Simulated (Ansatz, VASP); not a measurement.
# One calculation of TiTe2, two programs

File INCAR:

```
SYSTEM = TiTe2
PREC     = Accurate       ! precision mode
ENCUT    = 520            ! plane-wave cutoff, eV
EDIFF    = 1E-8           ! SCF threshold, eV
ISMEAR   = -1             ! smearing method
SIGMA    = 0.03           ! smearing width, eV
LREAL    = .False.        ! projectors in reciprocal space
LASPH    = .True.         ! aspherical terms in the spheres
NELM     = 60             ! most SCF steps
ALGO     = Normal         ! electronic algorithm
ISIF     = 2              ! what is computed and relaxed
LWAVE    = .False.        ! write WAVECAR
LCHARG   = .False.        ! write CHGCAR
GGA      = PS             ! functional
LEFG     = .True.       
NBANDS   = 19             ! bands
```

File KPOINTS:

```
Automatic mesh
0
Gamma
  13 13 7
  0 0 0
```

Contents of POSCAR:

```
TiTe2
1.0
    3.7770008876      0.0377700089      0.0377700089
   -1.8557906566      3.2520937144      0.0138247828
    0.0649800000      0.0649800000      6.4980000000
Ti Te
1 2
Direct
    0.0000000000      0.0000000000      0.0000000000
    0.6666666667      0.3333333333      0.2628000000
    0.3333333333      0.6666666667      0.7372000000
```

Input for Ansatz:

```yaml
crystal:
  lattice:
    - [3.7770008876, 0.0377700089, 0.0377700089]
    - [-1.8557906566, 3.2520937144, 0.0138247828]
    - [0.06498, 0.06498, 6.498]
  atoms:
    - { symbol: Ti, position: [0.0, 0.0, 0.0] }
    - { symbol: Te, position: [0.6666666667, 0.3333333333, 0.2628] }
    - { symbol: Te, position: [0.3333333333, 0.6666666667, 0.7372] }
kpoints:
  mp_grid: { grid: [13, 13, 7] }
scf:
  occupations: { method: fermi_dirac, width: 0.03 }
hamiltonian:
  xc: pbesol
  pseudopotentials: { kind: paw }
output:
  forces: true
  stress: true
  eigenvalues: true
  efg: { contact_densities: true }
```

Change from the starting cell: equal xy, yz and zx shear strains of +2 %, PAW files.

Alike in both runs: task electric field gradients; functional PBEsol; k mesh 13 × 13 × 7; occupations fermi-dirac, width 0.03 eV; no spin polarisation.

|  | VASP | Ansatz |
| --- | --- | --- |
| version | VASP 6.6.1 | Ansatz 0.2.0 |
| potentials or method | VASP PAW PBE potentials, release 64 (Ti_sv, Te) | PAW with Ansatz's default frozen-core files, scalar-relativistic |
| plane-wave cutoff (eV) | 520 | 420 |
| valence electrons in the cell | 24 | 44 |

```csv
,VASP,Ansatz,Ansatz less VASP
pressure (GPa),-2.1,-2.1,-0.05
"traceless stress, the component that is largest in VASP (GPa)",-1.36,-1.36,+0.003
rms of the force components (eV/Å),0.101,0.103,+0.0026
size of Vzz on the site where it differs most (V/Å²),66.1,69.1,+3.02
```

VASP's potentials were made for PBE, not for PBEsol. Atom by atom the forces differ by 0.009 eV/Å (rms over components). VASP's potentials hold 24 valence electrons a cell and Ansatz's 44, so a difference there can come from the potentials and not from the codes.

Neither program's run includes spin-orbit coupling.
